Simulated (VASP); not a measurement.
# BN: elastic constants with PBEsol

Crystal: BN.

```
B N
1.0
     2.52605    0.00000    0.00000
    -1.26302    2.18762    0.00000
     0.00000    0.00000    4.17912
B N
2 2
Direct
  0.66667 0.33333 0.99966
  0.33333 0.66667 0.49966
  0.66667 0.33333 0.62534
  0.33333 0.66667 0.12534
```

| Property | Result |
| --- | --- |
| Program | VASP 6.6.1 |
| Task | elastic constants |
| Functional | PBEsol |
| Potentials or basis | VASP PAW PBE potentials, release 64 (B, N) |
| Cutoff | 600 eV |
| k mesh | 12 × 12 × 6 |
| Occupations | gaussian, width 0.01 eV |
| Spin | no spin polarisation |
| Dipole correction | no |
| Ions in elastic constants | relaxed |
| Further INCAR settings | ALGO = Normal; EDIFF = 1e-08; NBANDS = 16; IBRION = 6; POTIM = 0.015; NSW = 1; ISIF = 3 |

| Quantity | Value |
| --- | --- |
| Voigt bulk modulus | 406 GPa |
| Highest phonon frequency at Γ, LO-TO splitting left out | 1131 cm⁻¹ |

Phonon frequencies in cm⁻¹ (negative: imaginary):
```csv
q point,frequencies
"(0.000, 0.000, 0.000)",0 0 0 470 470 992 992 996 1054 1085 1085 1131
```

Elastic tensor in Voigt notation (GPa, in the Cartesian axes of the cell as first typed):
```
 990  154   67    0    0    0
 154  990   67    0    0    0
  67   67 1103    0    0    0
   0    0    0  341    0    0
   0    0    0    0  341    0
   0    0    0    0    0  418
```

Clamped-ion elastic tensor (GPa):
```
1011  138   64    0    0    0
 138 1011   64    0    0    0
  64   64 1106    0    0    0
   0    0    0  348    0    0
   0    0    0    0  348    0
   0    0    0    0    0  436
```

Wall time 24 min on 1 thread of Intel(R) Xeon(R) Platinum 8259CL CPU @ 2.50GHz (Skylake/Cascade Lake) (shared host), peak memory 0.4 GiB.

Caveat: the cell is under stress, which shifts elastic constants; the PAW data sets were made with another functional, which shifts forces and pressure a little.
